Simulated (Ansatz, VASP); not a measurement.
## BaO: VASP beside Ansatz

```
Ba O
1.0
     0.00000    2.77211    2.77211
     2.77211    0.00000    2.77211
     2.77211    2.77211    0.00000
Ba O
1 1
Direct
  0.00000 0.00000 0.00000
  0.50000 0.50000 0.50000
```

Alike in both runs: functional r2SCAN; k mesh 10 × 10 × 10; occupations fermi-dirac, width 0.08 eV; no spin polarisation.

Ansatz relaxed the structure, and its values are those at the end. VASP's run is a single point on that final structure, the one shown.

|  | VASP | Ansatz |
| --- | --- | --- |
| version | VASP 6.6.1 | Ansatz 0.2.0 |
| potentials or method | VASP PAW PBE potentials, release 64 (Ba_sv, O_h) | PAW with Ansatz's default frozen-core files, scalar-relativistic |
| plane-wave cutoff (eV) | 1480 | 500 |
| valence electrons in the cell | 16 | 16 |

VASP gave:

| Property | Result |
| --- | --- |
| pressure (GPa) | 1.7 |

Problem. What did Ansatz give for the same quantities?

Solution. Pressure (GPa): 0.0.

VASP's potentials were made for PBE, not for r2SCAN.

Neither program's run includes spin-orbit coupling.
